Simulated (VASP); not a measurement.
# Ni (P6_3/mmc) in VASP: settings compared

Ni is run at these levels: LDA, PBEsol; tasks: single point.

All numbers are computed with VASP 6.6.1; they aren't measurements. Logs are shortened: lines on timing, memory, paths and dates and some standing lists are left out, and cuts for length are marked.

**1. The cell of the first run**

Symmetry: P6_3/mmc, No. 194, hexagonal system. The conventional cell has a = 2.448 Å, b = 2.448 Å, c = 4.073 Å, α = 90.00°, β = 90.00°, γ = 120.00°. Within 3.2 Å of Ni (site symmetry -6m2) lie 12 Ni at 2.45 to 2.48 Å.

**2. Single point, LDA, collinear spin, ferromagnetic start**

File INCAR:

```
ALGO = Fast
EDIFF = 1E-6
ENCUT = 520
ISIF = 2
ISMEAR = -1
ISPIN = 2
LASPH = True
LCHARG = False
LMAXMIX = 4
LORBIT = 11
LREAL = False
LWAVE = False
MAGMOM = 1 1
NBANDS = 21
NELM = 150
PREC = Accurate
SIGMA = 0.05
```

File KPOINTS:

```
k-points
0
Gamma
  7 7 4
```

File POSCAR:

```
Ni
1.0
    2.4480228978      0.0000000000      0.0000000000
   -1.2240114489      2.1200500186      0.0000000000
    0.0000000000      0.0000000000      4.0728075700
Ni
2
Direct
    0.6666666667      0.3333333333      0.7500000000
    0.3333333333      0.6666666667      0.2500000000
```

Potentials or basis: VASP PAW LDA potentials, release 64 (Ni).

On the command line:

```bash
cat potpaw_LDA.64/Ni/POTCAR > POTCAR
mpirun -np 1 vasp_std > vasp.out
```

OUTCAR:

```text
EDIFF = 1E-6
   ENCUT = 520
   ISIF = 2
   ISMEAR = -1
   ISPIN = 2
   LASPH = True
   LORBIT = 11
   LREAL = False
   NELM = 150
   PREC = Accurate

 ion  position               nearest neighbor table
   1  0.667  0.333  0.750-   2 2.48   2 2.48   2 2.48   2 2.48   2 2.48   2 2.48
   2  0.333  0.667  0.250-   1 2.48   1 2.48   1 2.48   1 2.48   1 2.48   1 2.48

  LATTYP: Found a hexagonal cell.
 ALAT       =     2.4480228978
 C/A-ratio  =     1.6637130207

  Lattice vectors:

 A1 = (   2.4480228978,   0.0000000000,   0.0000000000)
 A2 = (  -1.2240114489,   2.1200500186,   0.0000000000)
 A3 = (   0.0000000000,   0.0000000000,   4.0728075700)

Analysis of symmetry for initial positions (statically):
=====================================================================
 Subroutine PRICEL returns:
 Original cell was already a primitive cell.

 Routine SETGRP: Setting up the symmetry group for a
 hexagonal supercell.

 Subroutine GETGRP returns: Found 24 space group operations
 (whereof 12 operations were pure point group operations)
 out of a pool of 24 trial point group operations.

The static configuration has the point symmetry D_3d.
 The point group associated with its full space group is D_6h.

Analysis of symmetry for dynamics (positions and initial velocities):
=====================================================================
 Subroutine PRICEL returns:
 Original cell was already a primitive cell.

 Routine SETGRP: Setting up the symmetry group for a
 hexagonal supercell.

 Subroutine GETGRP returns: Found 24 space group operations
 (whereof 12 operations were pure point group operations)
 out of a pool of 24 trial point group operations.

The dynamic configuration has the point symmetry D_3d.
 The point group associated with its full space group is D_6h.

Analysis of structural, dynamic, and magnetic symmetry:
=====================================================================
 Subroutine PRICEL returns:
 Original cell was already a primitive cell.

 Routine SETGRP: Setting up the symmetry group for a
 hexagonal supercell.

 Subroutine GETGRP returns: Found 24 space group operations
 (whereof 12 operations were pure point group operations)
 out of a pool of 24 trial point group operations.

The overall configuration has the point symmetry D_3d.
 The point group associated with its full space group is D_6h.

 Subroutine INISYM returns: Found 24 space group operations
 (whereof 12 operations are pure point group operations),
[... 116 lines left out ...]
  volume/ion in A,a.u.               =      10.57        71.32
  Fermi-wavevector in a.u.,A,eV,Ry     =   1.607187  3.037143 35.144518  2.583049
  Thomas-Fermi vector in A             =   2.703255
   LORBIT       =     11    0 simple, 1 ext, 2 COOP (PROOUT), +10 PAW based schemes
   GGA     = CA    functional components
   LHFCALC =     F    Hartree Fock is set to
   AEXX    =    0.0000 exact exchange contribution
   IVDW    =     0    specifies the selected vdW correction
   LEPSILON=     F    determine dielectric tensor
   LRPA    =     F    only Hartree local field effects (RPA)
 spin polarized calculation
 RMM-DIIS sequential band-by-band and
  energy-cutoff  :      520.00
  volume of cell :       21.14
 maximum number of plane-waves:       592
 NGX is ok and might be reduce to    18
   NGX =  9   NGY =  9   NGZ = 15

 number of electron      19.9999995 magnetization       1.0743156

 Free energy of the ion-electron system (eV)
  ---------------------------------------------------
  ext. energy  EPLUGINS =         0.00000000
  ---------------------------------------------------
  free energy    TOTEN  =       -13.07208678 eV

  energy without entropy =      -13.03335593  energy(sigma->0) =      -13.05272135

 E-fermi :   9.4763     XC(G=0): -13.7837

 val. band max:        9.4490901935   @ k =   0.2857   0.0000   0.2500
 cond. band min:       9.4830231825   @ k =   0.4286   0.0000   0.2500
 fundamental gap:      0.0339329889
 Fermi energy:         9.4763425456

 spin component 1

 k-point     1 :       0.0000    0.0000    0.0000
  band No.  band energies     occupation
      1       0.2601      1.00000
      2       4.4931      1.00000
      3       6.9893      1.00000
      4       7.1434      1.00000
      5       7.1434      1.00000
      6       7.4103      1.00000
[... 565 lines left out ...]
     20      34.6740      0.00000
     21      37.3269      0.00000
 Fermi energy:         9.4763425456

 spin component 2

 k-point     1 :       0.0000    0.0000    0.0000
  band No.  band energies     occupation
      1       0.3002      1.00000
      2       4.8204      1.00000
      3       7.5311      1.00000
      4       7.6572      1.00000
      5       7.6572      1.00000
      6       7.9374      1.00000
[... 565 lines left out ...]
     20      34.7596      0.00000
     21      37.4303      0.00000

------------------------ aborting loop because EDIFF is reached ----------------------------------------

  FORCE on cell =-STRESS in cart. coord.  units (eV):
  Direction    XX          YY          ZZ          XY          YZ          ZX
  --------------------------------------------------------------------------------------
  -------------------------------------------------------------------------------------
  Total       -1.4037585     -1.4037585     -1.5650925      0.0000000     -0.0000000     -0.0000000
  in kB     -106.4014417   -106.4014417   -118.6301621      0.0000000     -0.0000000     -0.0000000
  external PRESSURE =    -110.4776819 kB  Pullay stress =       0.0000000 kB

 VOLUME and BASIS-vectors are now :
 -----------------------------------------------------------------------------
  energy-cutoff  :      520.00
  volume of cell :       21.14
      direct lattice vectors                 reciprocal lattice vectors
     2.448022898  0.000000000  0.000000000     0.408492911  0.235843492  0.000000000
    -1.224011449  2.120050019  0.000000000     0.000000000  0.471686984  0.000000000
     0.000000000  0.000000000  4.072807570     0.000000000  0.000000000  0.245530873

 POSITION                                       TOTAL-FORCE (eV/Angst)
 -----------------------------------------------------------------------------------
      1.22401      0.70668      3.05461        -0.000000     -0.000000      0.000000
     -0.00000      1.41337      1.01820         0.000000      0.000000      0.000000
 -----------------------------------------------------------------------------------
    total drift:                               -0.000000      0.000000     -0.000000

  FREE ENERGIE OF THE ION-ELECTRON SYSTEM (eV)
  ---------------------------------------------------
  free  energy   TOTEN  =       -13.0720867764 eV

  energy  without entropy=      -13.0333559286  energy(sigma->0) =      -13.05272135

 total charge

# of ion       s       p       d       tot
------------------------------------------
    1        0.509   0.521   8.344   9.374
    2        0.509   0.521   8.344   9.374
--------------------------------------------------
tot          1.018   1.043  16.688  18.749

 magnetization (x)

# of ion       s       p       d       tot
------------------------------------------
    1       -0.004  -0.016   0.560   0.539
    2       -0.004  -0.016   0.560   0.539
--------------------------------------------------
tot         -0.008  -0.033   1.119   1.079
```

OSZICAR:

```text
N       E                     dE             d eps       ncg     rms          rms(c)
DAV:   1     0.956855076952E+02    0.95686E+02   -0.91549E+03  2184   0.141E+03
DAV:   2    -0.947540392612E+01   -0.10516E+03   -0.97284E+02  2041   0.239E+02
DAV:   3    -0.152449524913E+02   -0.57695E+01   -0.55170E+01  2288   0.634E+01
DAV:   4    -0.153144822972E+02   -0.69530E-01   -0.69485E-01  2326   0.659E+00
DAV:   5    -0.153164036355E+02   -0.19213E-02   -0.19212E-02  2337   0.107E+00    0.150E+01
RMM:   6    -0.137710073639E+02    0.15454E+01   -0.75165E+00  2438   0.298E+01    0.996E+00
RMM:   7    -0.131239998426E+02    0.64701E+00   -0.12155E+00  2416   0.123E+01    0.304E+00
RMM:   8    -0.130785853841E+02    0.45414E-01   -0.22721E-02  2848   0.988E-01    0.119E+00
RMM:   9    -0.130736268143E+02    0.49586E-02   -0.36198E-03  2695   0.619E-01    0.326E-01
RMM:  10    -0.130722736083E+02    0.13532E-02   -0.12440E-03  2679   0.365E-01    0.119E-01
RMM:  11    -0.130721037618E+02    0.16985E-03   -0.36190E-04  3020   0.111E-01    0.451E-02
RMM:  12    -0.130720891021E+02    0.14660E-04   -0.52874E-05  3001   0.420E-02    0.262E-02
RMM:  13    -0.130720872193E+02    0.18829E-05   -0.60863E-06  2369   0.196E-02    0.123E-02
RMM:  14    -0.130720867764E+02    0.44290E-06   -0.19647E-06  1625   0.118E-02
   1 F= -.13072087E+02 E0= -.13052721E+02  d E =-.387308E-01  mag=     1.0736
```

stdout:

```text
POSCAR found type information on POSCAR Ni
 POSCAR found :  1 types and       2 ions
 scaLAPACK will be used
 LDA part: xc-table for (Slater(with rela. corr.)+CA(PZ))
 , standard interpolation
 POSCAR, INCAR and KPOINTS ok, starting setup
 FFT: planning ... GRIDC
 FFT: planning ... GRID_SOFT
 FFT: planning ... GRID
 WAVECAR not read
 entering main loop
```

Wall time 28 s (1 thread of Intel Xeon Platinum 8259CL at 2.50GHz (Skylake/Cascade Lake), shared host); peak memory 0.13 GiB.

Results:

```
Free energy                                           : -13.0721 eV
Pressure                                              : -11.0 GPa
Net moment                                            : 1.07 μB per cell
Site moments                                          : Ni +0.54 μB
Valence electrons inside the program's atomic spheres : Ni 9.37
```

Caveat: the k points lie up to 0.42 Å⁻¹ apart.

**3. Single point, PBEsol, collinear spin, ferromagnetic start**

File INCAR:

```
SYSTEM = Ni
PREC = Accurate ; ENCUT = 520
EDIFF = 1E-6 ; ISMEAR = -1
SIGMA = 0.05 ; LREAL = .False.
LASPH = .True. ; NELM = 150
ALGO = Fast ; ISIF = 2
LWAVE = .False. ; LCHARG = .False.
ISPIN = 2 ; MAGMOM = 1 1
LORBIT = 11 ; LMAXMIX = 4
GGA = PS ; NBANDS = 21
```

File KPOINTS:

```
regular mesh
0
Gamma
  7 7 4
  0 0 0
```

POSCAR is that of step 2.

Potentials or basis: VASP PAW PBE potentials, release 64 (Ni).

On the command line:

```bash
cat potpaw_PBE.64/Ni/POTCAR > POTCAR
mpirun -np 1 vasp_std > vasp.out
```

Run time: 31 s. Hardware: 1 thread of Intel Xeon Platinum 8259CL at 2.50GHz (Skylake/Cascade Lake), shared host; peak memory 0.14 GiB.

The run converged. Its results:

- Free energy: -12.2152 eV
- Pressure: -3.4 GPa
- Net moment: 1.22 μB per cell
- Site moments: Ni +0.61 μB
- Valence electrons inside the program's atomic spheres: Ni 9.37

Stress tensor (GPa, compression positive):
```
-2.58  0.00  0.00
 0.00 -2.58  0.00
 0.00  0.00 -5.04
```

Levels at points of the mesh, in eV from the Fermi level:
Spin up:
```
           k point  band 7  band 8  band 9  band 10  band 11  band 12  band 13  band 14  band 15  band 16
(0.00, 0.00, 0.00)   -2.17   -1.63   -1.63    -0.70    -0.70    -0.62     5.55    23.02    25.23    25.23
(0.00, 0.00, 0.50)   -2.46   -2.46   -1.00    -1.00    -1.00    -1.00    14.16    14.16    23.74    23.74
```
Spin down:
```tsv
k point	band 7	band 8	band 9	band 10	band 11	band 12
(0.00, 0.00, 0.00)	-1.51	-1.01	-1.01	-0.63	-0.04	-0.04
(0.00, 0.00, 0.50)	-1.82	-1.82	-0.34	-0.34	-0.34	-0.34
```

Caveat: the k points lie up to 0.42 Å⁻¹ apart; the PAW data sets were made with another functional, which shifts forces and pressure a little.
